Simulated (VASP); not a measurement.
# Dy4Au: relaxation of cell and atoms with PBE

Crystal: Dy4Au.

```
Dy Au
1.0
    -3.42936    3.42936    3.42936
     3.42936   -3.42936    3.42936
     3.42936    3.42936   -3.42936
Dy Au
4 1
Cartesian
  1.7147 1.7147 1.7147
  1.7147 1.7147 -1.7147
  1.7147 -1.7147 1.7147
  -1.7147 1.7147 1.7147
  0.0000 0.0000 0.0000
```

The cell was generated, and may not be a known phase.

```json
{
 "Program": "VASP 6.6.1",
 "Task": "relaxation of cell and atoms",
 "Functional": "PBE",
 "Potentials or basis": "VASP PAW PBE potentials, release 64 (Dy_3, Au), 4f in core",
 "Cutoff": "500 eV",
 "k mesh": "8 × 8 × 8",
 "Occupations": "gaussian, width 0.1 eV",
 "Spin": "no spin polarisation",
 "Dipole correction": "no",
 "Further INCAR settings": "ALGO = Normal; EDIFF = 1e-07; IBRION = 2; EDIFFG = -0.01; NSW = 100; ISIF = 3"
}
```

```
Relaxed volume                        : 32.43 Å³/atom
Relaxed cell                          : a = 5.950 Å, b = 5.950 Å, c = 5.950 Å, α = 109.47°, β = 109.47°, γ = 109.47°
Space group after relaxing (to 0.1 Å) : Im-3m (No. 229)
Energy gained by relaxing             : 0.1 meV/atom
Ionic steps                           : 3
Pressure after relaxing               : 0.0 GPa
Band gap on the k mesh                : zero (an odd number of electrons rules out a gap without spin polarisation)
```

The path:
```csv
step,energy change (eV),largest force (eV/Å),pressure (GPa),volume (Å³)
1,0.0000,0.0000,0.25,161.32
2,-0.0006,0.0000,-0.10,162.51
3,-0.0007,0.0000,0.00,162.17
```

Final structure:
```
Dy Au
1.0
    -3.43536    3.43536    3.43536
     3.43536   -3.43536    3.43536
     3.43536    3.43536   -3.43536
Dy Au
4 1
Direct
  0.50000 0.50000 0.50000
  0.00000 0.00000 0.50000
  0.00000 0.50000 0.00000
  0.50000 0.00000 0.00000
  0.00000 0.00000 0.00000
```

Levels at points of the mesh, in eV from the Fermi level:
| k point | band 20 | band 21 | band 22 | band 23 | band 24 | band 25 | band 26 | band 27 |
| --- | --- | --- | --- | --- | --- | --- | --- | --- |
| (0.00, 0.00, 0.00) | -1.29 | -1.29 | 0.08 | 0.08 | 0.23 | 0.23 | 0.23 | 1.66 |
| (0.50, 0.00, 0.00) | -1.50 | -1.05 | -0.89 | -0.35 | 0.17 | 0.20 | 0.52 | 0.58 |
| (0.50, 0.50, 0.50) | -2.74 | -2.74 | -0.83 | -0.83 | -0.83 | -0.01 | -0.01 | -0.01 |

Wall time 4.8 min on 1 thread of AMD EPYC 9R45 (Zen 5) (shared host), peak memory 0.37 GiB.

Caveat: the highest band is partly filled, so the run has too few bands; spin-orbit coupling is left out, which moves the levels of the heavy elements; the 4f electrons are frozen in the core, so they carry no moment and show no levels. Spin polarisation is off, so any magnetic state and its effect on volume and gap are missing.
